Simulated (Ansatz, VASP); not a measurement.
One calculation of KCl, two programs

The input POSCAR:

```
KCl
1.0
    0.0000000000      3.1448483221      3.1448483221
    3.1448483221      0.0000000000      3.1448483221
    3.1448483221      3.1448483221      0.0000000000
K Cl
1 1
Direct
    0.0000000000      0.0000000000      0.0000000000
    0.5000000000      0.5000000000      0.5000000000
```

INCAR.step1

```
PREC     = Accurate       # precision mode
ENCUT    = 520            # plane-wave cutoff, eV
ISMEAR   = 0              # smearing method
SIGMA    = 0.05           # smearing width, eV
LREAL    = False          # projectors in reciprocal space
LASPH    = True           # aspherical terms in the spheres
NELM     = 60             # most SCF steps
NBANDS   = 15             # bands
GGA      = PE             # functional
ALGO     = Normal         # electronic algorithm
EDIFF    = 1E-4           # SCF threshold, eV
LWAVE    = True           # write WAVECAR
LCHARG   = False          # write CHGCAR
```

The input INCAR.step2:

```
PREC     = Accurate       # precision mode
ENCUT    = 520            # plane-wave cutoff, eV
EDIFF    = 1E-7           # SCF threshold, eV
ISMEAR   = 0              # smearing method
SIGMA    = 0.05           # smearing width, eV
LREAL    = False          # projectors in reciprocal space
LASPH    = True           # aspherical terms in the spheres
NELM     = 60             # most SCF steps
ALGO     = Normal         # electronic algorithm
ISIF     = 2              # what is computed and relaxed
LWAVE    = False          # write WAVECAR
LCHARG   = False          # write CHGCAR
METAGGA  = R2SCAN         # meta-GGA
LMIXTAU  = True         
NBANDS   = 15             # bands
ISTART   = 1
```

The input KPOINTS:

```
regular mesh
0
Gamma
  6 6 6
```

Input for Ansatz:

```yaml
crystal:
  lattice:
    - [0.0, 3.1448483221, 3.1448483221]
    - [3.1448483221, 0.0, 3.1448483221]
    - [3.1448483221, 3.1448483221, 0.0]
  atoms:
    - { symbol: K, position: [0.0, 0.0, 0.0] }
    - { symbol: Cl, position: [0.5, 0.5, 0.5] }
kpoints:
  mp_grid: { grid: [6, 6, 6] }
hamiltonian:
  xc: r2scan
scf:
  occupations: { method: gaussian, width: 0.05 }
  n_extra_bands: 4
output:
  forces: true
  stress: true
  eigenvalues: true
```

Alike in both runs: task single point; functional r2SCAN; k mesh 6 × 6 × 6; occupations gaussian, width 0.05 eV; no spin polarisation.

|  | VASP | Ansatz |
| --- | --- | --- |
| version | VASP 6.6.1 | Ansatz 0.2.0 |
| potentials or method | VASP PAW PBE potentials, release 64 (K_sv, Cl) | plane waves |
| plane-wave cutoff (eV) | 520 | 500 |
| valence electrons in the cell | 16 | 16 |

|  | VASP | Ansatz | Ansatz less VASP |
| --- | --- | --- | --- |
| gap on the k mesh at the Fermi level (eV) | 5.84 | 5.83 | -0.004 |
| pressure (GPa) | 0.0 | 0.0 | +0.03 |

VASP's potentials were made for PBE, not for r2SCAN. The functional is the same, so the differences come from potentials, cutoffs and numerics.
